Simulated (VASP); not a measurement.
# Hf2B3 (P6/mmm) in VASP: notebook

The runs below take Hf2B3 through single point, with PBE.

All numbers are computed with VASP 6.6.1; they aren't measurements. Logs are shortened: lines on timing, memory, paths and dates and some standing lists are left out, and cuts for length are marked.

**1. The cell of the first run**

The structure is hexagonal, space group P6/mmm (No. 191). Conventional cell: a = 3.868 Å, b = 3.868 Å, c = 3.923 Å, α = 90.00°, β = 90.00°, γ = 120.00°. Hf (site symmetry -6m2) has 3 Hf at 2.23 Å and 9 B at 2.23 to 2.52 Å within 3.0 Å. Within 1.6 Å of B (site symmetry 6mm) lie 2 B at 1.17 to 1.59 Å. B (site symmetry 6/mmm) has 2 B at 1.17 Å within 1.6 Å.

**2. Single point, PBE**

INCAR reads:

```
  PREC = Accurate
  ENCUT = 520
  EDIFF = 1E-6
  ISMEAR = 0
  SIGMA = 0.1
  LREAL = F
  LASPH = T
  NELM = 100
  ALGO = Normal
  ISIF = 2
  LWAVE = F
  LCHARG = F
  GGA = PE
  NBANDS = 22
```

KPOINTS reads:

```
Automatic mesh
0
Gamma
  6 6 4
```

POSCAR reads:

```
Hf2B3
1.0
    3.8684624100      0.0000000000      0.0000000000
   -1.9342312100      3.3501867200      0.0000000000
    0.0000000000      0.0000000000      3.9231701100
Hf B
2 3
Direct
    0.3333333300      0.6666666700      0.5000000000
    0.6666666700      0.3333333300      0.5000000000
    0.0000000000      0.0000000000      0.7979469900
    0.0000000000      0.0000000000      0.2020530100
    0.0000000000      0.0000000000      0.5000000000
```

Potentials or basis: VASP PAW PBE potentials, release 64 (Hf_pv, B).

Launch:

```
$ cat potpaw_PBE.64/Hf_pv/POTCAR potpaw_PBE.64/B/POTCAR > POTCAR
$ mpirun -np 1 vasp_std > vasp.out
```

OUTCAR:

```text
PREC = Accurate
   ENCUT = 520
   EDIFF = 1E-6
   ISMEAR = 0
   LREAL = F
   LASPH = T
   NELM = 100
   ISIF = 2
   GGA = PE

 ion  position               nearest neighbor table
   1  0.333  0.667  0.500-   2 2.23   2 2.23   5 2.23   5 2.23   5 2.23   2 2.23   4 2.52   3 2.52
                             3 2.52   4 2.52   3 2.52   4 2.52
   2  0.667  0.333  0.500-   1 2.23   1 2.23   5 2.23   5 2.23   5 2.23   1 2.23   4 2.52   3 2.52
                             4 2.52   3 2.52   4 2.52   3 2.52
   3  0.000  0.000  0.798-   5 1.17   4 1.59   1 2.52   2 2.52   2 2.52   1 2.52   2 2.52   1 2.52

   4  0.000  0.000  0.202-   5 1.17   3 1.59   1 2.52   2 2.52   2 2.52   1 2.52   2 2.52   1 2.52

   5  0.000  0.000  0.500-   3 1.17   4 1.17   1 2.23   2 2.23   2 2.23   1 2.23   2 2.23   1 2.23

  LATTYP: Found a hexagonal cell.
 ALAT       =     3.8684624100
 C/A-ratio  =     1.0141419753

  Lattice vectors:

 A1 = (   3.8684624100,   0.0000000000,   0.0000000000)
 A2 = (  -1.9342312100,   3.3501867200,   0.0000000000)
 A3 = (   0.0000000000,   0.0000000000,   3.9231701100)

Analysis of symmetry for initial positions (statically):
=====================================================================
 Subroutine PRICEL returns:
 Original cell was already a primitive cell.

 Routine SETGRP: Setting up the symmetry group for a
 hexagonal supercell.

 Subroutine GETGRP returns: Found 24 space group operations
 (whereof 24 operations were pure point group operations)
 out of a pool of 24 trial point group operations.

The static configuration has the point symmetry D_6h.

Analysis of symmetry for dynamics (positions and initial velocities):
=====================================================================
 Subroutine PRICEL returns:
 Original cell was already a primitive cell.

 Routine SETGRP: Setting up the symmetry group for a
 hexagonal supercell.

 Subroutine GETGRP returns: Found 24 space group operations
 (whereof 24 operations were pure point group operations)
 out of a pool of 24 trial point group operations.

The dynamic configuration has the point symmetry D_6h.

 Subroutine INISYM returns: Found 24 space group operations
 (whereof 24 operations are pure point group operations),
 and found     1 'primitive' translations

----------------------------------------------------------------------------------------

                                     Primitive cell

  volume of cell :      50.8446

  direct lattice vectors                    reciprocal lattice vectors
     3.868462410  0.000000000  0.000000000     0.258500638  0.149245413  0.000000000
    -1.934231210  3.350186720  0.000000000     0.000000000  0.298490826  0.000000000
     0.000000000  0.000000000  3.923170110     0.000000000  0.000000000  0.254895906

  length of vectors
     3.868462410  3.868462412  3.923170110     0.298490826  0.298490826  0.254895906

  position of ions in fractional coordinates (direct lattice)
     0.333333330  0.666666670  0.500000000
     0.666666670  0.333333330  0.500000000
     0.000000000  0.000000000  0.797946990
     0.000000000  0.000000000  0.202053010
     0.000000000  0.000000000  0.500000000

  ion indices of the primitive-cell ions
   primitive index   ion index
                 1           1
                 2           2
                 3           3
                 4           4
                 5           5

----------------------------------------------------------------------------------------

 KPOINTS: Automatic mesh

Automatic generation of k-mesh.
 Grid dimensions read from file:
 generate k-points for:    6    6    4

 Generating k-lattice:

  Cartesian coordinates                     Fractional coordinates (reciprocal lattice)
     0.043083440  0.024874236  0.000000000     0.166666667  0.000000000  0.000000000
     0.000000000  0.049748471  0.000000000     0.000000000  0.166666667  0.000000000
     0.000000000  0.000000000  0.063723977     0.000000000  0.000000000  0.250000000

  Length of vectors
     0.049748471  0.049748471  0.063723977

  Shift w.r.t. Gamma in fractional coordinates (k-lattice)
     0.000000000  0.000000000  0.000000000

 Subroutine IBZKPT returns following result:
 ===========================================

 Found     21 irreducible k-points:

 Following reciprocal coordinates:
            Coordinates               Weight
  0.000000  0.000000  0.000000      1.000000
  0.166667  0.000000  0.000000      6.000000
  0.333333  0.000000  0.000000      6.000000
  0.500000  0.000000  0.000000      3.000000
  0.166667  0.166667  0.000000      6.000000
  0.333333  0.166667  0.000000     12.000000
[... 13 lines left out ...]
  0.333333  0.166667  0.500000     12.000000
  0.333333  0.333333  0.500000      2.000000
   k-points           NKPTS =     21   k-points in BZ     NKDIM =     21   number of bands    NBANDS=     22
   number of dos      NEDOS =    301   number of ions     NIONS =      5
   total plane-waves  NPLWV =  27000
   dimension x,y,z NGX =    30 NGY =   30 NGZ =   30
   dimension x,y,z NGXF=    60 NGYF=   60 NGZF=   60
   ions per type =               2   3
   NGX,Y,Z   is equivalent  to a cutoff of  12.89, 12.89, 12.71 a.u.
   NGXF,Y,Z  is equivalent  to a cutoff of  25.78, 25.78, 25.43 a.u.
 SYSTEM =  unknown system
   PREC   = accura    normal or accurate (medium, high low for compatibility)
   ISTART =      0    job   : 0-new  1-cont  2-samecut
   ICHARG =      2    charge: 1-file 2-atom 10-const
   ISPIN  =      1    spin polarized calculation?
   LNONCOLLINEAR =      F non collinear calculations
   LSORBIT =      F    spin-orbit coupling
   LASPH  =      T    aspherical Exc in radial PAW
   ENCUT  =  520.0 eV  38.22 Ry    6.18 a.u.   7.19  7.19  7.29*2*pi/ulx,y,z
   NELM   =    100;   NELMIN=  2; NELMDL= -5     # of ELM steps
   EDIFF  = 0.1E-05   stopping-criterion for ELM
   LREAL  =      F    real-space projection
   EDIFFG = 0.1E-04   stopping-criterion for IOM
   NSW    =      0    number of steps for IOM
   IBRION =     -1    ionic relax: 0-MD 1-quasi-New 2-CG
   NFREE  =      0    steps in history (QN), initial steepest desc. (CG)
   ISIF   =      2    stress and relaxation
   ISYM   =      2    0-nonsym 1-usesym 2-fastsym
   POTIM  = 0.5000    time-step for ionic-motion
   TEBEG  =    0.0;   TEEND  =   0.0 temperature during run
   PSTRESS=    0.0 pullay stress
   NELECT =      29.0000    total number of electrons
   NUPDOWN=      -1.0000    fix difference up-down
   EMIN   =  10.00;   EMAX   =-10.00  energy-range for DOS
   EFERMI =   0.00;   METHOD = LEGACY
   ISMEAR =     0;   SIGMA  =   0.10  broadening in eV -4-tet -1-fermi 0-gaus
   EFERMI_NEDOS =   21; number of points for ismear=-14 and -15
   IALGO  =     38    algorithm
   IMIX   =      4    mixing-type and parameters
     AMIX     =   0.40;   BMIX     =  1.00
     AMIX_MAG =   1.60;   BMIX_MAG =  1.00
  volume/ion in A,a.u.               =      10.17        68.62
  Fermi-wavevector in a.u.,A,eV,Ry     =   1.357665  2.565615 25.079000  1.843255
  Thomas-Fermi vector in A             =   2.484564
   LORBIT       =      0    0 simple, 1 ext, 2 COOP (PROOUT), +10 PAW based schemes
   GGA     = PE    functional components
   LHFCALC =     F    Hartree Fock is set to
   AEXX    =    0.0000 exact exchange contribution
   IVDW    =     0    specifies the selected vdW correction
   LEPSILON=     F    determine dielectric tensor
   LRPA    =     F    only Hartree local field effects (RPA)
 non-spin polarized calculation
 Gauss-broadening in eV      SIGMA  =   0.10
  energy-cutoff  :      520.00
  volume of cell :       50.84
 maximum number of plane-waves:      1386
 NGX is ok and might be reduce to    30
   NGX = 15   NGY = 15   NGZ = 15

 number of electron      28.9999997 magnetization

 Free energy of the ion-electron system (eV)
  ---------------------------------------------------
  ext. energy  EPLUGINS =         0.00000000
  ---------------------------------------------------
  free energy    TOTEN  =       -23.03077354 eV

  energy without entropy =      -23.02176478  energy(sigma->0) =      -23.02626916

 E-fermi :   7.3587     XC(G=0): -12.2889

 val. band max:        7.3046127230   @ k =   0.1667   0.0000   0.5000
 cond. band min:       7.3648275493   @ k =   0.0000   0.0000   0.5000
 fundamental gap:      0.0602148263
 Fermi energy:         7.3587218184

 k-point     1 :       0.0000    0.0000    0.0000
  band No.  band energies     occupation
      1     -26.1930      2.00000
      2     -26.1930      2.00000
      3     -23.9573      2.00000
      4     -22.3752      2.00000
      5     -22.1860      2.00000
      6     -22.1860      2.00000
[... 14 lines left out ...]
     21      11.5832      0.00000
     22      11.5832      0.00000

 k-point     2 :       0.1667    0.0000    0.0000
  band No.  band energies     occupation
      1     -26.3191      2.00000
      2     -26.0315      2.00000
      3     -23.8691      2.00000
      4     -22.4753      2.00000
      5     -22.3564      2.00000
      6     -21.9771      2.00000
[... 14 lines left out ...]
     21      12.1714      0.00000
     22      13.5030      0.00000

 k-point     3 :       0.3333    0.0000    0.0000
  band No.  band energies     occupation
      1     -26.5426      2.00000
      2     -25.6645      2.00000
      3     -23.6389      2.00000
      4     -22.7292      2.00000
      5     -22.7280      2.00000
      6     -21.5841      2.00000
[... 14 lines left out ...]
     21      12.4280      0.00000
     22      13.0282      0.00000

 k-point     4 :       0.5000    0.0000    0.0000
  band No.  band energies     occupation
      1     -26.6433      2.00000
      2     -25.4474      2.00000
      3     -23.4507      2.00000
      4     -22.9413      2.00000
      5     -22.9291      2.00000
      6     -21.3965      2.00000
[... 14 lines left out ...]
     21      14.0227      0.00000
     22      14.4082      0.00000

 k-point     5 :       0.1667    0.1667    0.0000
  band No.  band energies     occupation
      1     -26.5458      2.00000
      2     -25.6721      2.00000
      3     -23.7070      2.00000
      4     -22.7255      2.00000
      5     -22.6552      2.00000
      6     -21.6193      2.00000
[... 14 lines left out ...]
     21      11.9896      0.00000
     22      13.4535      0.00000

 k-point     6 :       0.3333    0.1667    0.0000
  band No.  band energies     occupation
      1     -26.7650      2.00000
      2     -25.1400      2.00000
      3     -23.4517      2.00000
      4     -23.2613      2.00000
      5     -22.9279      2.00000
      6     -21.2630      2.00000
[... 14 lines left out ...]
     21      14.0729      0.00000
     22      14.7403      0.00000

 k-point     7 :       0.3333    0.3333    0.0000
  band No.  band energies     occupation
      1     -26.9063      2.00000
      2     -24.2061      2.00000
      3     -24.2061      2.00000
      4     -23.1926      2.00000
      5     -23.1926      2.00000
      6     -21.0644      2.00000
[... 249 lines left out ...]
      6     -21.5816      2.00000
[... 14 lines left out ...]
     21      13.1539      0.00000
     22      13.9629      0.00000

 k-point    18 :       0.5000    0.0000    0.5000
  band No.  band energies     occupation
      1     -26.6376      2.00000
      2     -25.4403      2.00000
      3     -23.5045      2.00000
      4     -22.9713      2.00000
      5     -22.9377      2.00000
      6     -21.3947      2.00000
[... 14 lines left out ...]
     21      13.0534      0.00000
     22      13.3170      0.00000

 k-point    19 :       0.1667    0.1667    0.5000
  band No.  band energies     occupation
      1     -26.5403      2.00000
      2     -25.6670      2.00000
      3     -23.7673      2.00000
      4     -22.7206      2.00000
      5     -22.6912      2.00000
      6     -21.6166      2.00000
[... 14 lines left out ...]
     21      12.2725      0.00000
     22      14.5317      0.00000

 k-point    20 :       0.3333    0.1667    0.5000
  band No.  band energies     occupation
      1     -26.7587      2.00000
      2     -25.1341      2.00000
      3     -23.5056      2.00000
      4     -23.2569      2.00000
      5     -22.9699      2.00000
      6     -21.2613      2.00000
[... 14 lines left out ...]
     21      12.6644      0.00000
     22      13.3809      0.00000

 k-point    21 :       0.3333    0.3333    0.5000
  band No.  band energies     occupation
      1     -26.8996      2.00000
      2     -24.2010      2.00000
      3     -24.2010      2.00000
      4     -23.2405      2.00000
      5     -23.2405      2.00000
      6     -21.0631      2.00000
[... 14 lines left out ...]
     21      12.5005      0.00000
     22      14.6827      0.00000

------------------------ aborting loop because EDIFF is reached ----------------------------------------

  FORCE on cell =-STRESS in cart. coord.  units (eV):
  Direction    XX          YY          ZZ          XY          YZ          ZX
  --------------------------------------------------------------------------------------
  -------------------------------------------------------------------------------------
  Total       34.5745760     34.5745760     63.5212013     -0.0000001      0.0000000     -0.0000000
  in kB     1089.4891549   1089.4891544   2001.6343777     -0.0000016      0.0000000     -0.0000000
  external PRESSURE =    1393.5375623 kB  Pullay stress =       0.0000000 kB

 VOLUME and BASIS-vectors are now :
 -----------------------------------------------------------------------------
  energy-cutoff  :      520.00
  volume of cell :       50.84
      direct lattice vectors                 reciprocal lattice vectors
     3.868462410  0.000000000  0.000000000     0.258500638  0.149245413  0.000000000
    -1.934231210  3.350186720  0.000000000     0.000000000  0.298490826  0.000000000
     0.000000000  0.000000000  3.923170110     0.000000000  0.000000000  0.254895906

 POSITION                                       TOTAL-FORCE (eV/Angst)
 -----------------------------------------------------------------------------------
     -0.00000      2.23346      1.96159        -0.000000     -0.000000      0.000000
      1.93423      1.11673      1.96159         0.000000      0.000000      0.000000
      0.00000      0.00000      3.13048         0.000000     -0.000000     26.683183
      0.00000      0.00000      0.79269        -0.000000     -0.000000    -26.683183
      0.00000      0.00000      1.96159         0.000000      0.000000      0.000000
 -----------------------------------------------------------------------------------
    total drift:                               -0.000000      0.000000      0.000000

  FREE ENERGIE OF THE ION-ELECTRON SYSTEM (eV)
  ---------------------------------------------------
  free  energy   TOTEN  =       -23.0307735378 eV

  energy  without entropy=      -23.0217647842  energy(sigma->0) =      -23.02626916
```

Run time: 20 s. Hardware: 1 thread of Intel Xeon Platinum 8488C (Sapphire Rapids), shared host; peak memory 0.17 GiB.

Results:

| Item | Value |
| --- | --- |
| Free energy | -23.0308 eV |
| Pressure | 139.4 GPa |
| Largest force | 26.683 eV/Å |

Forces in eV/Å, atoms in the order of the input:
```
Hf    0.000   0.000   0.000
Hf    0.000   0.000   0.000
B     0.000   0.000  26.683
B     0.000   0.000 -26.683
B     0.000   0.000   0.000
```

Stress tensor (GPa, compression positive):
```
108.95   0.00   0.00
  0.00 108.95   0.00
  0.00   0.00 200.16
```

Levels at points of the mesh, in eV from the Fermi level:
```csv
k point,band 11,band 12,band 13,band 14,band 15,band 16,band 17,band 18
"(0.00, 0.00, 0.00)",-6.95,-1.13,-1.13,-0.21,0.22,0.22,3.14,3.14
"(0.50, 0.00, 0.00)",-6.25,-3.52,-2.39,-1.84,0.18,0.28,0.69,1.66
"(0.00, 0.00, 0.50)",-4.89,-2.60,-2.60,-1.97,-1.97,0.01,3.30,3.30
"(0.50, 0.00, 0.50)",-5.28,-4.65,-4.04,-1.79,1.47,1.58,2.25,3.67
```

Caveat: the k points lie up to 0.40 Å⁻¹ apart; spin-orbit coupling is left out, which moves the levels of the heavy elements; forces of over 1 eV/Å act on the atoms, so gaps and moduli don't describe the material at rest.

**3. Single point, PBE**

This run uses another cell than the first one, of 16.64 Å³/atom, 1.636 times its volume.

INCAR reads:

```
  ALGO = Normal
  EDIFF = 1E-7
  ENCUT = 520
  GGA = PE
  ISIF = 2
  ISMEAR = 0
  LASPH = True
  LCHARG = False
  LREAL = False
  LWAVE = False
  NBANDS = 22
  NELM = 80
  PREC = Accurate
  SIGMA = 0.1
```

KPOINTS reads:

```
k-points
0
Gamma
  6 6 4
```

POSCAR reads:

```
Hf2B3
1.0
    4.5241681375      0.0000000034      0.0000000000
   -2.2620840717      3.9180445364      0.0000000000
    0.0000000000      0.0000000000      4.6926166734
Hf B
2 3
Direct
    0.3333333333      0.6666666667      0.5000000000
    0.6666666667      0.3333333333      0.5000000000
    0.0000000000      0.0000000000      0.8321186593
    0.0000000000      0.0000000000      0.1678813407
    0.0000000000      0.0000000000      0.5000000000
```

Potentials or basis: VASP PAW PBE potentials, release 64 (Hf_pv, B).

Launch:

```
$ cat potpaw_PBE.64/Hf_pv/POTCAR potpaw_PBE.64/B/POTCAR > POTCAR
$ mpirun -np 1 vasp_std > vasp.out
```

Wall time 32 s (1 thread of Intel Xeon Platinum 8488C (Sapphire Rapids), shared host); peak memory 0.21 GiB.

Results (log left out):

```yaml
Free_energy: -35.3122 eV
Pressure: -0.4 GPa
Largest_force: 0.006 eV/Å
```

Forces on the atoms (eV/Å):
```
Hf   0.000  0.000  0.000
Hf   0.000  0.000  0.000
B    0.000  0.000  0.006
B    0.000  0.000 -0.006
B    0.000  0.000  0.000
```

Stress tensor (GPa, compression positive):
```
-0.49  0.00  0.00
 0.00 -0.49  0.00
 0.00  0.00 -0.19
```

Levels at points of the mesh, in eV from the Fermi level:
```
           k point  band 10  band 11  band 12  band 13  band 14  band 15  band 16  band 17  band 18  band 19
(0.00, 0.00, 0.00)    -4.31    -4.31    -0.79    -0.02    -0.02     0.38     1.39     1.39     1.44     1.44
(0.50, 0.00, 0.00)    -5.65    -3.92    -1.69    -1.37    -0.95    -0.09     0.44     0.95     1.35     3.03
(0.00, 0.00, 0.50)    -3.76    -3.76    -1.29    -1.29    -0.42    -0.42     0.08     0.51     1.56     1.56
(0.50, 0.00, 0.50)    -4.03    -3.28    -2.80    -2.79    -1.56     0.86     0.94     1.36     2.38     2.46
```

Caveat: spin-orbit coupling is left out, which moves the levels of the heavy elements.
